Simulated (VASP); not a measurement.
# Cs2Pb2Br5 (a cell with a defect) in VASP: notebook

Cs2Pb2Br5 (a cell with a defect) is run at these levels: PBEsol; tasks: single point.

All numbers are computed with VASP 6.6.1; they aren't measurements. Logs are shortened: lines on timing, memory, paths and dates and some standing lists are left out, and cuts for length are marked.

## Step 1: The cell of the first run

The cell holds a defect, 9 atoms: a = 5.649 Å, b = 5.649 Å, c = 11.299 Å, α = 90.00°, β = 90.00°, γ = 90.00°.

## Step 2: Single point, PBEsol

File INCAR:

```
ALGO = Normal
EDIFF = 1E-6
ENCUT = 520
GGA = PS
ISIF = 2
ISMEAR = -1
LASPH = True
LCHARG = False
LREAL = False
LWAVE = False
NBANDS = 50
NELM = 60
PREC = Accurate
SIGMA = 0.05
```

File KPOINTS:

```
k-points
0
Gamma
  3 3 2
```

File POSCAR:

```
Cs2Pb2Br5
1.0
    5.6493560000      0.0000000000      0.0000000000
    0.0000000000      5.6493560000      0.0000000000
    0.0000000000      0.0000000000     11.2987120000
Pb Cs Br
2 2 5
Direct
    0.5008386797      0.5367650755      0.2779988551
    0.5008383256      0.3888078570      0.7478085998
    0.0008402728      0.0141428510      0.0285112144
    0.0008388567      0.0450155735      0.4600919999
    0.0008383256      0.5332701639      0.2503649088
    0.5008392107      0.0354358975      0.2365735139
    0.5008376176      0.5433350279      0.0001578056
    0.0008385027      0.3068363898      0.7448481738
    0.5008370866      0.7345870928      0.5632474746
```

Potentials or basis: VASP PAW PBE potentials, release 64 (Pb_d, Cs_sv, Br).

Run with:

```sh
$ cat potpaw_PBE.64/Pb_d/POTCAR potpaw_PBE.64/Cs_sv/POTCAR potpaw_PBE.64/Br/POTCAR > POTCAR
$ mpirun -np 1 vasp_std > vasp.out
```

OUTCAR:

```text
EDIFF = 1E-6
   ENCUT = 520
   GGA = PS
   ISIF = 2
   ISMEAR = -1
   LASPH = True
   LREAL = False
   NELM = 60
   PREC = Accurate

 ion  position               nearest neighbor table
   1  0.501  0.537  0.278-   5 2.84   5 2.84   6 2.86   6 2.87   7 3.14   9 3.41
   2  0.501  0.389  0.748-   9 2.86   8 2.86   8 2.86   7 2.98
   3  0.001  0.014  0.029-
   4  0.001  0.045  0.460-
   5  0.001  0.533  0.250-   1 2.84   1 2.84
   6  0.501  0.035  0.237-   1 2.86   1 2.87
   7  0.501  0.543  0.000-   2 2.98   1 3.14
   8  0.001  0.307  0.745-   2 2.86   2 2.86
   9  0.501  0.735  0.563-   2 2.86   1 3.41

  LATTYP: Found a simple tetragonal cell.
 ALAT       =     5.6493560000
 C/A-ratio  =     2.0000000000

  Lattice vectors:

 A1 = (   5.6493560000,   0.0000000000,   0.0000000000)
 A2 = (   0.0000000000,   5.6493560000,   0.0000000000)
 A3 = (   0.0000000000,   0.0000000000,  11.2987120000)

Analysis of symmetry for initial positions (statically):
=====================================================================
 Subroutine PRICEL returns:
 Original cell was already a primitive cell.

 Routine SETGRP: Setting up the symmetry group for a
 simple tetragonal supercell.

 Subroutine GETGRP returns: Found  2 space group operations
 (whereof  1 operations were pure point group operations)
 out of a pool of 16 trial point group operations.

The static configuration has the point symmetry C_1 .
 The point group associated with its full space group is C_1h.

Analysis of symmetry for dynamics (positions and initial velocities):
=====================================================================
 Subroutine PRICEL returns:
 Original cell was already a primitive cell.

 Routine SETGRP: Setting up the symmetry group for a
 simple tetragonal supercell.

 Subroutine GETGRP returns: Found  2 space group operations
 (whereof  1 operations were pure point group operations)
 out of a pool of 16 trial point group operations.

The dynamic configuration has the point symmetry C_1 .
 The point group associated with its full space group is C_1h.

 Subroutine INISYM returns: Found  2 space group operations
 (whereof  1 operations are pure point group operations),
 and found     1 'primitive' translations

----------------------------------------------------------------------------------------

                                     Primitive cell

  volume of cell :     360.6009

  direct lattice vectors                    reciprocal lattice vectors
     5.649356000  0.000000000  0.000000000     0.177011327  0.000000000  0.000000000
     0.000000000  5.649356000  0.000000000     0.000000000  0.177011327  0.000000000
     0.000000000  0.000000000 11.298712000     0.000000000  0.000000000  0.088505663

  length of vectors
     5.649356000  5.649356000 11.298712000     0.177011327  0.177011327  0.088505663

  position of ions in fractional coordinates (direct lattice)
     0.500838680  0.536765075  0.277998855
     0.500838326  0.388807857  0.747808600
     0.000840273  0.014142851  0.028511214
     0.000838857  0.045015574  0.460092000
     0.000838326  0.533270164  0.250364909
     0.500839211  0.035435898  0.236573514
     0.500837618  0.543335028  0.000157806
     0.000838503  0.306836390  0.744848174
     0.500837087  0.734587093  0.563247475

  ion indices of the primitive-cell ions
   primitive index   ion index
                 1           1
                 2           2
                 3           3
                 4           4
                 5           5
                 6           6
                 7           7
                 8           8
                 9           9

----------------------------------------------------------------------------------------

 KPOINTS: k-points

Automatic generation of k-mesh.
 Grid dimensions read from file:
 generate k-points for:    3    3    2

 Generating k-lattice:

  Cartesian coordinates                     Fractional coordinates (reciprocal lattice)
     0.059003776  0.000000000  0.000000000     0.333333333  0.000000000  0.000000000
     0.000000000  0.059003776  0.000000000     0.000000000  0.333333333  0.000000000
     0.000000000  0.000000000  0.044252832     0.000000000  0.000000000  0.500000000

  Length of vectors
     0.059003776  0.059003776  0.044252832

  Shift w.r.t. Gamma in fractional coordinates (k-lattice)
     0.000000000  0.000000000  0.000000000

 Subroutine IBZKPT returns following result:
 ===========================================

 Found      8 irreducible k-points:

 Following reciprocal coordinates:
            Coordinates               Weight
  0.000000  0.000000  0.000000      1.000000
  0.333333  0.000000  0.000000      2.000000
  0.000000  0.333333  0.000000      2.000000
  0.333333  0.333333  0.000000      4.000000
  0.000000  0.000000  0.500000      1.000000
  0.333333  0.000000  0.500000      2.000000
  0.000000  0.333333  0.500000      2.000000
  0.333333  0.333333  0.500000      4.000000
   k-points           NKPTS =      8   k-points in BZ     NKDIM =      8   number of bands    NBANDS=     50
   number of dos      NEDOS =    301   number of ions     NIONS =      9
   total plane-waves  NPLWV = 148176
   dimension x,y,z NGX =    42 NGY =   42 NGZ =   84
   dimension x,y,z NGXF=    84 NGYF=   84 NGZF=  168
   ions per type =               2   2   5
   NGX,Y,Z   is equivalent  to a cutoff of  12.36, 12.36, 12.36 a.u.
   NGXF,Y,Z  is equivalent  to a cutoff of  24.72, 24.72, 24.72 a.u.
 SYSTEM =  unknown system
   PREC   = accura    normal or accurate (medium, high low for compatibility)
   ISTART =      0    job   : 0-new  1-cont  2-samecut
   ICHARG =      2    charge: 1-file 2-atom 10-const
   ISPIN  =      1    spin polarized calculation?
   LNONCOLLINEAR =      F non collinear calculations
   LSORBIT =      F    spin-orbit coupling
   LASPH  =      T    aspherical Exc in radial PAW
   ENCUT  =  520.0 eV  38.22 Ry    6.18 a.u.  10.50 10.50 21.01*2*pi/ulx,y,z
   NELM   =     60;   NELMIN=  2; NELMDL= -5     # of ELM steps
   EDIFF  = 0.1E-05   stopping-criterion for ELM
   LREAL  =      F    real-space projection
   EDIFFG = 0.1E-04   stopping-criterion for IOM
   NSW    =      0    number of steps for IOM
   IBRION =     -1    ionic relax: 0-MD 1-quasi-New 2-CG
   NFREE  =      0    steps in history (QN), initial steepest desc. (CG)
   ISIF   =      2    stress and relaxation
   ISYM   =      2    0-nonsym 1-usesym 2-fastsym
   POTIM  = 0.5000    time-step for ionic-motion
   TEBEG  =    0.0;   TEEND  =   0.0 temperature during run
   PSTRESS=    0.0 pullay stress
   NELECT =      81.0000    total number of electrons
   NUPDOWN=      -1.0000    fix difference up-down
   EMIN   =  10.00;   EMAX   =-10.00  energy-range for DOS
   EFERMI =   0.00;   METHOD = LEGACY
   ISMEAR =    -1;   SIGMA  =   0.05  broadening in eV -4-tet -1-fermi 0-gaus
   EFERMI_NEDOS =   21; number of points for ismear=-14 and -15
   IALGO  =     38    algorithm
   IMIX   =      4    mixing-type and parameters
     AMIX     =   0.40;   BMIX     =  1.00
     AMIX_MAG =   1.60;   BMIX_MAG =  1.00
  volume/ion in A,a.u.               =      40.07       270.38
  Fermi-wavevector in a.u.,A,eV,Ry     =   0.995163  1.880585 13.474522  0.990349
  Thomas-Fermi vector in A             =   2.127164
   LORBIT       =      0    0 simple, 1 ext, 2 COOP (PROOUT), +10 PAW based schemes
   GGA     = PS    functional components
   LHFCALC =     F    Hartree Fock is set to
   AEXX    =    0.0000 exact exchange contribution
   IVDW    =     0    specifies the selected vdW correction
   LEPSILON=     F    determine dielectric tensor
   LRPA    =     F    only Hartree local field effects (RPA)
 non-spin polarized calculation
  energy-cutoff  :      520.00
  volume of cell :      360.60
 maximum number of plane-waves:      9863
 NGX is ok and might be reduce to    42
   NGX = 21   NGY = 21   NGZ = 43

 number of electron      80.9999997 magnetization

 Free energy of the ion-electron system (eV)
  ---------------------------------------------------
  ext. energy  EPLUGINS =         0.00000000
  ---------------------------------------------------
  free energy    TOTEN  =       -28.96311678 eV

  energy without entropy =      -28.92952777  energy(sigma->0) =      -28.94632227

 E-fermi :   3.0947     XC(G=0):  -7.8950

 val. band max:        3.0885912322   @ k =   0.3333   0.3333   0.0000
 cond. band min:       3.1148842008   @ k =   0.3333   0.0000   0.5000
 fundamental gap:      0.0262929687
 Fermi energy:         3.0947367549

 k-point     1 :       0.0000    0.0000    0.0000
  band No.  band energies     occupation
      1     -19.8648      2.00000
      2     -19.8125      2.00000
      3     -15.2730      2.00000
      4     -15.1611      2.00000
      5     -15.0372      2.00000
      6     -14.9607      2.00000
[... 42 lines left out ...]
     49       6.1918      0.00000
     50       6.1967      0.00000

 k-point     2 :       0.3333    0.0000    0.0000
  band No.  band energies     occupation
      1     -19.8627      2.00000
      2     -19.8099      2.00000
      3     -15.2005      2.00000
      4     -15.0805      2.00000
      5     -14.9842      2.00000
      6     -14.9662      2.00000
[... 42 lines left out ...]
     49       6.1621      0.00000
     50       6.6506      0.00000

 k-point     3 :       0.0000    0.3333    0.0000
  band No.  band energies     occupation
      1     -19.8630      2.00000
      2     -19.8107      2.00000
      3     -15.2320      2.00000
      4     -15.1607      2.00000
      5     -14.9779      2.00000
      6     -14.9608      2.00000
[... 254 lines left out ...]
     49       6.4367      0.00000
     50       6.5350      0.00000

 k-point     8 :       0.3333    0.3333    0.5000
  band No.  band energies     occupation
      1     -19.8611      2.00000
      2     -19.8083      2.00000
      3     -15.1192      2.00000
      4     -15.0799      2.00000
      5     -14.9682      2.00000
      6     -14.9629      2.00000
[... 42 lines left out ...]
     49       6.5605      0.00000
     50       6.7845      0.00000

------------------------ aborting loop because EDIFF is reached ----------------------------------------

  FORCE on cell =-STRESS in cart. coord.  units (eV):
  Direction    XX          YY          ZZ          XY          YZ          ZX
  --------------------------------------------------------------------------------------
  -------------------------------------------------------------------------------------
  Total        5.6449724      2.3966084      0.2992312      0.0000000     -0.3827007      0.0000000
  in kB       25.0810425     10.6483138      1.3295072      0.0000000     -1.7003682      0.0000000
  external PRESSURE =      12.3529545 kB  Pullay stress =       0.0000000 kB

 VOLUME and BASIS-vectors are now :
 -----------------------------------------------------------------------------
  energy-cutoff  :      520.00
  volume of cell :      360.60
      direct lattice vectors                 reciprocal lattice vectors
     5.649356000  0.000000000  0.000000000     0.177011327  0.000000000  0.000000000
     0.000000000  5.649356000  0.000000000     0.000000000  0.177011327  0.000000000
     0.000000000  0.000000000 11.298712000     0.000000000  0.000000000  0.088505663

 POSITION                                       TOTAL-FORCE (eV/Angst)
 -----------------------------------------------------------------------------------
      2.82942      3.03238      3.14103         0.000000      0.007182     -0.007616
      2.82941      2.19651      8.44927         0.000000      0.000553      0.004743
      0.00475      0.07990      0.32214         0.000000     -0.009425     -0.005582
      0.00474      0.25431      5.19845         0.000000      0.001727     -0.002647
      0.00474      3.01263      2.82880         0.000000      0.002259     -0.000413
      2.82942      0.20019      2.67298         0.000000      0.000160      0.012752
      2.82941      3.06949      0.00178         0.000000      0.011560     -0.001071
      0.00474      1.73343      8.41582         0.000000     -0.000347      0.006311
      2.82941      4.14994      6.36397         0.000000     -0.013668     -0.006477
 -----------------------------------------------------------------------------------
    total drift:                               -0.005255     -0.000397      0.000882

  FREE ENERGIE OF THE ION-ELECTRON SYSTEM (eV)
  ---------------------------------------------------
  free  energy   TOTEN  =       -28.9631167759 eV

  energy  without entropy=      -28.9295277687  energy(sigma->0) =      -28.94632227
```

Wall time 2.2 min (1 thread of Intel Xeon Platinum 8488C (Sapphire Rapids), shared host); peak memory 0.46 GiB.

What came out:

* Free energy: -28.9631 eV
* Pressure: 1.2 GPa
* Largest force: 0.015 eV/Å

Forces on the atoms (eV/Å):
```
Pb   0.000  0.007 -0.008
Pb   0.000  0.001  0.005
Cs   0.000 -0.009 -0.006
Cs   0.000  0.002 -0.003
Br   0.000  0.002  0.000
Br   0.000  0.000  0.013
Br   0.000  0.012 -0.001
Br   0.000  0.000  0.006
Br   0.000 -0.014 -0.006
```

Caveat: the k points lie up to 0.37 Å⁻¹ apart; the PAW data sets were made with another functional, which shifts forces and pressure a little; spin-orbit coupling is left out, which moves the levels of the heavy elements; an odd number of electrons without spin polarisation forces a metal; a magnetic or distorted state may lie lower.

## Step 3: Single point, PBEsol

File INCAR:

```
PREC = Accurate ; ENCUT = 520
EDIFF = 1E-6 ; ISMEAR = -1
SIGMA = 0.05 ; LREAL = False
LASPH = True ; NELM = 100
ALGO = Normal ; ISIF = 2
LWAVE = False ; LCHARG = False
GGA = PS ; NBANDS = 50
```

File KPOINTS:

```
Automatic mesh
0
Gamma
  3 3 2
```

File POSCAR:

```
Cs2Pb2Br5
1.0
    5.6493560000      0.0000000000      0.0000000000
    0.0000000000      5.6493560000      0.0000000000
    0.0000000000      0.0000000000     11.2987120000
Pb Cs Br
2 2 5
Direct
    0.5009068290      0.5206942172      0.2957227337
    0.5009077141      0.4074253773      0.7308106446
    0.0009082451      0.0304925022      0.0278449437
    0.0009084221      0.0244419010      0.4607804854
    0.0009087762      0.5250375441      0.2569446854
    0.5009070060      0.0226257648      0.2449896059
    0.5009050589      0.5001088620     -0.0153346682
    0.0009082451      0.3471705447      0.7378376403
    0.5009064750      0.8849757388      0.6334042323
```

Potentials or basis: VASP PAW PBE potentials, release 64 (Pb_d, Cs_sv, Br).

Run with:

```sh
$ cat potpaw_PBE.64/Pb_d/POTCAR potpaw_PBE.64/Cs_sv/POTCAR potpaw_PBE.64/Br/POTCAR > POTCAR
$ mpirun -np 1 vasp_std > vasp.out
```

Run time: 2.3 min. Hardware: 1 thread of Intel Xeon Platinum 8488C (Sapphire Rapids), shared host; peak memory 0.44 GiB.

Results (log left out):

* Free energy: -29.1724 eV
* Pressure: 0.8 GPa
* Largest force: 0.152 eV/Å

Forces on the atoms (eV/Å):
```
Pb   0.000 -0.026  0.014
Pb   0.000  0.009 -0.031
Cs   0.000 -0.013 -0.016
Cs   0.000 -0.023 -0.011
Br   0.000 -0.012 -0.001
Br   0.000 -0.027  0.002
Br   0.000 -0.034 -0.046
Br   0.000  0.014 -0.016
Br   0.000  0.111  0.104
```

Stress tensor (GPa, compression positive):
```
 2.38  0.00  0.00
 0.00  0.93  0.03
 0.00  0.03 -0.79
```

Levels at points of the mesh, in eV from the Fermi level:
| k point | band 36 | band 37 | band 38 | band 39 | band 40 | band 41 | band 42 | band 43 | band 44 | band 45 |
| --- | --- | --- | --- | --- | --- | --- | --- | --- | --- | --- |
| (0.00, 0.00, 0.00) | -3.54 | -3.52 | -3.28 | -3.28 | -3.21 | 0.12 | 1.55 | 2.05 | 2.40 | 2.83 |
| (0.00, 0.00, 0.50) | -3.53 | -3.50 | -3.31 | -3.28 | -3.25 | 0.53 | 1.18 | 2.12 | 2.37 | 2.71 |

Caveat: the k points lie up to 0.37 Å⁻¹ apart; the PAW data sets were made with another functional, which shifts forces and pressure a little; spin-orbit coupling is left out, which moves the levels of the heavy elements; an odd number of electrons without spin polarisation forces a metal; a magnetic or distorted state may lie lower.

## Step 4: Single point, PBEsol

File INCAR:

```
SYSTEM = Cs2Pb2Br5
PREC     = Accurate       ! precision mode
ENCUT    = 520            ! plane-wave cutoff, eV
EDIFF    = 1E-7           ! SCF threshold, eV
ISMEAR   = -1             ! smearing method
SIGMA    = 0.05           ! smearing width, eV
LREAL    = .False.        ! projectors in reciprocal space
LASPH    = .True.         ! aspherical terms in the spheres
NELM     = 60             ! most SCF steps
ALGO     = Normal         ! electronic algorithm
ISIF     = 2              ! what is computed and relaxed
LWAVE    = .False.        ! write WAVECAR
LCHARG   = .True.         ! write CHGCAR
GGA      = PS             ! functional
LELF     = .True.         ! ELF
LVHAR    = .True.       
NBANDS   = 50             ! bands
```

File KPOINTS:

```
Automatic mesh
0
Gamma
  3 3 2
  0 0 0
```

File POSCAR:

```
Cs2Pb2Br5
1.0
    5.6493560000      0.0000000000      0.0000000000
    0.0000000000      5.6493560000      0.0000000000
    0.0000000000      0.0000000000     11.2987120000
Pb Cs Br
2 2 5
Direct
    0.5009762175      0.4983546797      0.2675138547
    0.5009758634      0.4723826928      0.7173349493
    0.0009763945     -0.0140513361     -0.0015661077
    0.0009767485      0.0053020203      0.4880969618
    0.0009762175      0.5041500306      0.2798661476
    0.5009771025     -0.0013364355      0.2583645817
    0.5009755094      0.4915365574     -0.0002980871
    0.0009753324      0.4598442725      0.7473704082
    0.5009772795      0.9715663166      0.6797154401
```

Run with:

```sh
$ cat potpaw_PBE.64/Pb_d/POTCAR potpaw_PBE.64/Cs_sv/POTCAR potpaw_PBE.64/Br/POTCAR > POTCAR
$ mpirun -np 1 vasp_std > vasp.out
```

It took 2.2 min on 1 thread of Intel Xeon Platinum 8488C (Sapphire Rapids), shared host; peak memory 0.46 GiB.

Results (log left out):

- Free energy: -29.2045 eV
- Pressure: 1.2 GPa
- Largest force: 0.020 eV/Å

Forces in eV/Å, atoms in the order of the input:
```
Pb   0.000 -0.005 -0.001
Pb   0.000  0.015  0.008
Cs   0.000 -0.005 -0.012
Cs   0.000 -0.003  0.003
Br   0.000 -0.005  0.007
Br   0.000 -0.007 -0.001
Br   0.000 -0.007 -0.019
Br   0.000  0.012  0.000
Br   0.000  0.006  0.015
```

Stress tensor (GPa, compression positive):
```
 2.72  0.00  0.00
 0.00  2.48 -0.01
 0.00 -0.01 -1.54
```

Levels at points of the mesh, in eV from the Fermi level:
```
           k point  band 37  band 38  band 39  band 40  band 41  band 42  band 43  band 44
(0.00, 0.00, 0.00)    -3.87    -3.66    -3.63    -3.48     0.12     1.37     2.05     2.28
(0.00, 0.00, 0.50)    -3.88    -3.66    -3.63    -3.56     0.73     1.03     1.89     2.37
```

Caveat: the k points lie up to 0.37 Å⁻¹ apart; the PAW data sets were made with another functional, which shifts forces and pressure a little; spin-orbit coupling is left out, which moves the levels of the heavy elements; an odd number of electrons without spin polarisation forces a metal; a magnetic or distorted state may lie lower.
